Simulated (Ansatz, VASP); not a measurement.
# One calculation of Sn, two programs

File INCAR:

```
SYSTEM = Sn
PREC = Accurate
ENCUT = 520
EDIFF = 1E-6
ISMEAR = 0
SIGMA = 0.1
LREAL = .FALSE.
LASPH = .TRUE.
NELM = 60
ALGO = Fast
ISIF = 2
LWAVE = .FALSE.
LCHARG = .FALSE.
GGA = PS
NBANDS = 21
```

Contents of KPOINTS:

```
regular mesh
0
G
  14 14 14
  0 0 0
```

Contents of POSCAR:

```
Sn
1.0
   -2.9401404553      2.9401404553      1.5993019889
    2.9401404553     -2.9401404553      1.5993019889
    2.9401404553      2.9401404553     -1.5993019889
Sn
2
Direct
    0.7528154095      0.2399469767      0.5304288184
    0.0000000000      0.0000000000      0.0000000000
```

Input for Ansatz:

```yaml
crystal:
  lattice:
    - [-2.9401404553, 2.9401404553, 1.5993019889]
    - [2.9401404553, -2.9401404553, 1.5993019889]
    - [2.9401404553, 2.9401404553, -1.5993019889]
  atoms:
    - { symbol: Sn, position: [0.7528154095, 0.2399469767, 0.5304288184] }
    - { symbol: Sn, position: [0.0, 0.0, 0.0] }
basis:
  ecutwfc: 420
kpoints:
  mp_grid: { grid: [14, 14, 14] }
hamiltonian:
  xc: pbesol
scf:
  occupations: { method: gaussian, width: 0.1 }
output:
  forces: true
  stress: true
  eigenvalues: true
  populations: true
```

Change from the starting cell: one atom moved.

Alike in both runs: task single point; functional PBEsol; k mesh 14 × 14 × 14; occupations gaussian, width 0.1 eV; no spin polarisation.

```csv
,VASP,Ansatz
version,VASP 6.6.1,Ansatz 0.2.0
potentials or method,"VASP PAW PBE potentials, release 64 (Sn_d), cutoff 520 eV","scalar-relativistic, plane waves, PAW"
valence electrons in the cell,28,28
```

|  | VASP | Ansatz | Ansatz less VASP |
| --- | --- | --- | --- |
| gap on the k mesh at the Fermi level (eV) | none | none | - |
| pressure (GPa) | -1.1 | -1.1 | +0.01 |
| traceless stress, the component that is largest in VASP (GPa) | 1.16 | 1.15 | -0.003 |
| rms of the force components (eV/Å) | 0.291 | 0.291 | +0.0001 |

VASP's potentials were made for PBE, not for PBEsol. Atom by atom the forces differ by 0.000 eV/Å (rms over components). A gap of «none» marks a metal or a gap that the smearing closes. The functional is the same, so the differences come from potentials, cutoffs and numerics.
